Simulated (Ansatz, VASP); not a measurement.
Given: the input of a run of VASP 6.6.1 on GaN.

File INCAR:

```
ALGO     = Normal         # electronic algorithm
EDIFF    = 1E-6           # SCF threshold, eV
ENCUT    = 520            # plane-wave cutoff, eV
GGA      = PE             # functional
ISIF     = 2              # what is computed and relaxed
ISMEAR   = 0              # smearing method
LASPH    = T              # aspherical terms in the spheres
LCHARG   = F              # write CHGCAR
LREAL    = F              # projectors in reciprocal space
LWAVE    = F              # write WAVECAR
NBANDS   = 16             # bands
NELM     = 60             # most SCF steps
PREC     = Accurate       # precision mode
SIGMA    = 0.024          # smearing width, eV
```

File KPOINTS:

```
k-points
0
Gamma
  10 10 10
```

File POSCAR:

```
GaN
1.0
    0.0000000000      2.2535006075      2.2535006075
    2.2535006075      0.0000000000      2.2535006075
    2.2535006075      2.2535006075      0.0000000000
Ga N
1 1
Direct
    0.0000000000      0.0000000000      0.0000000000
    0.2500000000      0.2500000000      0.2500000000
```

Potentials or basis: VASP PAW PBE potentials, release 64 (Ga_d, N).

Command:

```bash
$ cat potpaw_PBE.64/Ga_d/POTCAR potpaw_PBE.64/N/POTCAR > POTCAR
$ mpirun -np 1 vasp_std > vasp.out
```

Translate it to Ansatz 0.2.0. Potentials there: all-electron LAPW, scalar-relativistic.

As run (the cutoff follows the program's own potentials):

File input.yaml:

```yaml
crystal:
  lattice:
    - [0.0, 2.2535006075, 2.2535006075]
    - [2.2535006075, 0.0, 2.2535006075]
    - [2.2535006075, 2.2535006075, 0.0]
  atoms:
    - { symbol: Ga, position: [0.0, 0.0, 0.0] }
    - { symbol: "N", position: [0.25, 0.25, 0.25] }
kpoints:
  mp_grid: { grid: [10, 10, 10] }
scf:
  occupations: { method: gaussian, width: 0.024 }
hamiltonian:
  xc: pbe
  pseudopotentials: { kind: all_electron, lapw: { basis_error: 0.001 } }
output:
  forces: true
  stress: true
  eigenvalues: true
```

Potentials or basis: all-electron LAPW, scalar-relativistic.

Run with:

```console
$ ansatz run input.yaml --threads 1 --pin off --max-ram 3072MiB --backend cpu --events-out ev --progress --plain --runs-dir out
```

Both were run:

|  | VASP | Ansatz | Ansatz less VASP |
| --- | --- | --- | --- |
| gap on the k mesh at the Fermi level (eV) | 1.72 | 1.73 | +0.010 |
| least direct gap on the mesh (eV) | 1.72 | 1.73 | +0.010 |
| pressure (GPa) | 5.1 | 4.9 | -0.16 |

Ansatz ran all-electron here, and VASP with PAW potentials.
